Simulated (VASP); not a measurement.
Input of a VASP 6.6.1 run:

INCAR

```
  ALGO = Normal
  EDIFF = 1E-6
  ENCUT = 500
  GGA = PE
  GGA_COMPAT = F
  ISIF = 2
  ISMEAR = -1
  LASPH = T
  LCHARG = T
  LELF = T
  LREAL = F
  LVHAR = T
  LWAVE = F
  NBANDS = 50
  NELM = 120
  PREC = Accurate
  SIGMA = 0.02
```

Contents of KPOINTS:

```
k-points
0
Gamma
  4 11 10
```

Contents of POSCAR:

```
GeSe
1.0
   10.8200000000      0.0000000000      0.0000000000
    0.0000000000      3.8500000000      0.0000000000
    0.0000000000      0.0000000000      4.4000000000
Ge Se
4 4
Direct
    0.1200870548      0.2500000000      0.1156286254
    0.8799129452      0.7500000000      0.8843713746
    0.3799129452      0.7500000000      0.6156286254
    0.6200870548      0.2500000000      0.3843713746
    0.8546925871      0.2500000000      0.4940705378
    0.1453074129      0.7500000000      0.5059294622
    0.6453074129      0.7500000000     -0.0059294622
    0.3546925871      0.2500000000      0.0059294622
```

Potentials or basis: VASP PAW PBE potentials, release 64 (Ge_d, Se).

Launch:

```console
$ cat potpaw_PBE.64/Ge_d/POTCAR potpaw_PBE.64/Se/POTCAR > POTCAR
$ mpirun -np 1 vasp_std > vasp.out
```

Estimate the band gap on the k mesh.

0.70 eV (least direct gap 0.89 eV).

Estimate the pressure.

1.8 GPa.

Estimate the largest force.

0.026 eV/Å.

Forces in eV/Å, atoms in the order of the input:
```
Ge  -0.024  0.000 -0.008
Ge   0.024  0.000  0.008
Ge   0.024  0.000 -0.008
Ge  -0.024  0.000  0.008
Se   0.015  0.000  0.006
Se  -0.015  0.000 -0.006
Se  -0.015  0.000  0.006
Se   0.015  0.000 -0.006
```

A k mesh can miss the band edges.
